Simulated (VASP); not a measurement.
# Na in VASP: notebook

Runs on Na. Level: PBEsol. Tasks: single point, relaxation of shape and atoms at fixed volume.

All numbers are computed with VASP 6.6.1; they aren't measurements. Logs are shortened: lines on timing, memory, paths and dates and some standing lists are left out, and cuts for length are marked.

**1. The cell of the first run**

The structure is monoclinic, space group C2/m (No. 12). Conventional cell: a = 5.287 Å, b = 5.307 Å, c = 3.726 Å, α = 90.00°, β = 133.97°, γ = 90.00°. Within 4.9 Å of Na (site symmetry 2/m) lie 12 Na at 3.73 to 3.81 Å.

**2. Single point, PBEsol**

The input, INCAR:

```
PREC = Accurate ; ENCUT = 520
EDIFF = 1E-6 ; ISMEAR = -1
SIGMA = 0.15 ; LREAL = False
LASPH = True ; NELM = 100
ALGO = Normal ; ISIF = 2
LWAVE = False ; LCHARG = False
GGA = PS ; NBANDS = 10
ISYM = 0
```

The input, KPOINTS:

```
Automatic mesh
0
Gamma
  7 7 8
```

The input, POSCAR:

```
Na
1.0
   -1.8960349698      1.8563143335      2.6431952301
    1.8563143335     -1.8960349698      2.6431952301
    1.9163043344      1.9163043344     -2.6716352157
Na
1
Direct
    0.0000000000      0.0000000000      0.0000000000
```

Potentials or basis: VASP PAW PBE potentials, release 64 (Na_pv).

Launch:

```console
$ cat potpaw_PBE.64/Na_pv/POTCAR > POTCAR
$ mpirun -np 1 vasp_std > vasp.out
```

OUTCAR:

```text
PREC = Accurate
   ENCUT = 520
   EDIFF = 1E-6
   ISMEAR = -1
   LREAL = False
   LASPH = True
   NELM = 100
   ISIF = 2
   GGA = PS
   ISYM = 0

 ion  position               nearest neighbor table
   1  0.000  0.000  0.000-

IMPORTANT INFORMATION: All symmetrisations will be switched off!
NOSYMM: (Re-)initialisation of all symmetry stuff for point group C_1.

----------------------------------------------------------------------------------------

                                     Primitive cell

  volume of cell :      37.6144

  direct lattice vectors                    reciprocal lattice vectors
    -1.896034970  1.856314334  2.643195230     0.000009234  0.266508943  0.191167542
     1.856314334 -1.896034970  2.643195230     0.266508943  0.000009234  0.191167542
     1.916304334  1.916304334 -2.671635216     0.263681048  0.263681048  0.003962469

  length of vectors
     3.745308070  3.745308070  3.805532726     0.327981777  0.327981777  0.372922367

  position of ions in fractional coordinates (direct lattice)
     0.000000000  0.000000000  0.000000000

  ion indices of the primitive-cell ions
   primitive index   ion index
                 1           1

----------------------------------------------------------------------------------------

 KPOINTS: Automatic mesh

Automatic generation of k-mesh.
 Grid dimensions read from file:
 generate k-points for:    7    7    8

 Generating k-lattice:

  Cartesian coordinates                     Fractional coordinates (reciprocal lattice)
     0.000001319  0.038072706  0.027309649     0.142857143 -0.000000000  0.000000000
     0.038072706  0.000001319  0.027309649    -0.000000000  0.142857143  0.000000000
     0.032960131  0.032960131  0.000495309    -0.000000000 -0.000000000  0.125000000

  Length of vectors
     0.046854540  0.046854540  0.046615296

  Shift w.r.t. Gamma in fractional coordinates (k-lattice)
     0.000000000  0.000000000  0.000000000

 Subroutine IBZKPT returns following result:
 ===========================================

 Found    197 irreducible k-points:

 Following reciprocal coordinates:
            Coordinates               Weight
  0.000000  0.000000  0.000000      1.000000
  0.142857 -0.000000  0.000000      2.000000
[... 40 lines left out ...]
   NELM   =    100;   NELMIN=  2; NELMDL= -5     # of ELM steps
   EDIFF  = 0.1E-05   stopping-criterion for ELM
   LREAL  =      F    real-space projection
   EDIFFG = 0.1E-04   stopping-criterion for IOM
   NSW    =      0    number of steps for IOM
   IBRION =     -1    ionic relax: 0-MD 1-quasi-New 2-CG
   NFREE  =      0    steps in history (QN), initial steepest desc. (CG)
   ISIF   =      2    stress and relaxation
   ISYM   =      0    0-nonsym 1-usesym 2-fastsym
   POTIM  = 0.5000    time-step for ionic-motion
   TEBEG  =    0.0;   TEEND  =   0.0 temperature during run
   PSTRESS=    0.0 pullay stress
   NELECT =       7.0000    total number of electrons
   NUPDOWN=      -1.0000    fix difference up-down
   EMIN   =  10.00;   EMAX   =-10.00  energy-range for DOS
   EFERMI =   0.00;   METHOD = LEGACY
   ISMEAR =    -1;   SIGMA  =   0.15  broadening in eV -4-tet -1-fermi 0-gaus
   EFERMI_NEDOS =   21; number of points for ismear=-14 and -15
   IALGO  =     38    algorithm
   IMIX   =      4    mixing-type and parameters
     AMIX     =   0.40;   BMIX     =  1.00
     AMIX_MAG =   1.60;   BMIX_MAG =  1.00
  volume/ion in A,a.u.               =      37.61       253.83
  Fermi-wavevector in a.u.,A,eV,Ry     =   0.934666  1.766262 11.886050  0.873600
  Thomas-Fermi vector in A             =   2.061494
   LORBIT       =      0    0 simple, 1 ext, 2 COOP (PROOUT), +10 PAW based schemes
   GGA     = PS    functional components
   LHFCALC =     F    Hartree Fock is set to
   AEXX    =    0.0000 exact exchange contribution
   IVDW    =     0    specifies the selected vdW correction
   LEPSILON=     F    determine dielectric tensor
   LRPA    =     F    only Hartree local field effects (RPA)
 non-spin polarized calculation
  energy-cutoff  :      520.00
  volume of cell :       37.61
 maximum number of plane-waves:      1022
   NGX = 13   NGY = 13   NGZ = 15

 number of electron       6.9999995 magnetization

 Free energy of the ion-electron system (eV)
  ---------------------------------------------------
  ext. energy  EPLUGINS =         0.00000000
  ---------------------------------------------------
  free energy    TOTEN  =        -1.41717970 eV

  energy without entropy =       -1.38273754  energy(sigma->0) =       -1.39995862

 E-fermi :   0.2747     XC(G=0):  -6.4627

 val. band max:        0.2608098488   @ k =   0.4286   0.2857   0.5000
 cond. band min:       0.2934587639   @ k =  -0.1429   0.2857   0.2500
 fundamental gap:      0.0326489151
 Fermi energy:         0.2747054029

 k-point     1 :       0.0000    0.0000    0.0000
  band No.  band energies     occupation
      1     -24.5295      2.00000
      2     -24.5291      2.00000
      3     -24.5286      2.00000
      4      -2.9836      2.00000
      5      11.0579      0.00000
      6      11.2715      0.00000
      7      11.4799      0.00000
      8      12.2671      0.00000
      9      12.5788      0.00000
     10      12.8996      0.00000
[... 287 lines left out ...]
 k-point    24 :       0.4286    0.4286    0.0000
  band No.  band energies     occupation
      1     -24.5589      2.00000
      2     -24.5448      2.00000
      3     -24.5405      2.00000
      4       2.2311      0.00000
      5       2.7747      0.00000
      6       4.8130      0.00000
      7       7.2646      0.00000
      8       7.8516      0.00000
      9      11.2434      0.00000
     10      18.7837      0.00000

 [... further k-points ...]

------------------------ aborting loop because EDIFF is reached ----------------------------------------

  FORCE on cell =-STRESS in cart. coord.  units (eV):
  Direction    XX          YY          ZZ          XY          YZ          ZX
  --------------------------------------------------------------------------------------
  -------------------------------------------------------------------------------------
  Total       -0.0575660     -0.0575608     -0.0513512      0.0052101      0.0017415      0.0017399
  in kB       -2.4520133     -2.4517937     -2.1872968      0.2219235      0.0741804      0.0741089
  external PRESSURE =      -2.3637013 kB  Pullay stress =       0.0000000 kB

 VOLUME and BASIS-vectors are now :
 -----------------------------------------------------------------------------
  energy-cutoff  :      520.00
  volume of cell :       37.61
      direct lattice vectors                 reciprocal lattice vectors
    -1.896034970  1.856314334  2.643195230     0.000009234  0.266508943  0.191167542
     1.856314334 -1.896034970  2.643195230     0.266508943  0.000009234  0.191167542
     1.916304334  1.916304334 -2.671635216     0.263681048  0.263681048  0.003962469

 POSITION                                       TOTAL-FORCE (eV/Angst)
 -----------------------------------------------------------------------------------
      0.00000      0.00000      0.00000         0.000004      0.000003     -0.000000
 -----------------------------------------------------------------------------------
    total drift:                                0.000004      0.000003     -0.000000

  FREE ENERGIE OF THE ION-ELECTRON SYSTEM (eV)
  ---------------------------------------------------
  free  energy   TOTEN  =        -1.4171797003 eV

  energy  without entropy=       -1.3827375402  energy(sigma->0) =       -1.39995862
```

Wall time 40 s (1 thread of AMD EPYC 7R43 (Zen 3), shared host); peak memory 0.15 GiB.

Results:

```
Free energy : -1.4172 eV
Pressure    : -0.2 GPa
```

Levels at points of the mesh, in eV from the Fermi level:
| k point | band 1 | band 2 | band 3 | band 4 | band 5 | band 6 | band 7 |
| --- | --- | --- | --- | --- | --- | --- | --- |
| (0.00, 0.00, 0.00) | -24.80 | -24.80 | -24.80 | -3.26 | 10.78 | 11.00 | 11.21 |
| (0.00, 0.00, 0.50) | -24.84 | -24.82 | -24.82 | 1.65 | 2.21 | 6.28 | 7.15 |

Caveat: the PAW data sets were made with another functional, which shifts forces and pressure a little.

**3. Relaxation of shape and atoms at fixed volume, PBEsol**

The input, INCAR:

```
SYSTEM = Na
PREC = Accurate ; ENCUT = 600
EDIFF = 1E-7 ; ISMEAR = -1
SIGMA = 0.15 ; LREAL = .FALSE.
LASPH = .TRUE. ; NELM = 100
ALGO = Normal ; ISIF = 4
LWAVE = .FALSE. ; LCHARG = .FALSE.
GGA = PS ; IBRION = 2
NSW = 80 ; EDIFFG = -0.01
ISYM = 0
```

The input, KPOINTS:

```
Automatic mesh
0
G
  7 7 8
  0 0 0
```

The input, POSCAR:

```
Na
1.0
   -1.8882910000      1.8882910000      2.6372770000
    1.8882910000     -1.8882910000      2.6372770000
    1.8882910000      1.8882910000     -2.6372770000
Na
1
Direct
    0.0000000000      0.0000000000      0.0000000000
```

Potentials or basis: VASP PAW PBE potentials, release 64 (Na_pv).

Launch:

```console
$ cat potpaw_PBE.64/Na_pv/POTCAR > POTCAR
$ mpirun -np 1 vasp_std > vasp.out
```

Run time: 77 s. Hardware: 1 thread of AMD EPYC 7R43 (Zen 3), shared host; peak memory 0.16 GiB.

Results (log left out):

* Free energy: -1.4171 eV
* Energy gained by relaxing: 0.3 meV/atom
* Ionic steps: 3
* Pressure after relaxing: -0.2 GPa

Step by step:
| step | energy change (eV) | largest force (eV/Å) | pressure (GPa) | volume (Å³) |
| --- | --- | --- | --- | --- |
| 1 | 0.0000 | 0.0000 | -0.22 | 37.61 |
| 2 | -0.0001 | 0.0000 | -0.22 | 37.61 |
| 3 | -0.0003 | 0.0000 | -0.22 | 37.61 |

Final structure:
```cif
data_structure
_symmetry_space_group_name_H-M 'P 1'
_symmetry_Int_Tables_number 1
_cell_length_a 3.7501
_cell_length_b 3.7501
_cell_length_c 3.7782
_cell_angle_alpha 119.805
_cell_angle_beta 119.805
_cell_angle_gamma 90.538
_cell_volume 37.61
loop_
_atom_site_label
_atom_site_type_symbol
_atom_site_fract_x
_atom_site_fract_y
_atom_site_fract_z
_atom_site_occupancy
Na1 Na 0.00000 0.00000 0.00000 1
```

Levels at points of the mesh, in eV from the Fermi level:
| k point | band 1 | band 2 | band 3 | band 4 | band 5 | band 6 |
| --- | --- | --- | --- | --- | --- | --- |
| (0.00, 0.00, 0.00) | -24.81 | -24.81 | -24.81 | -3.26 | 10.89 | 10.98 |
| (0.00, 0.00, 0.50) | -24.84 | -24.82 | -24.82 | 1.67 | 2.23 | 6.26 |

Caveat: the PAW data sets were made with another functional, which shifts forces and pressure a little.
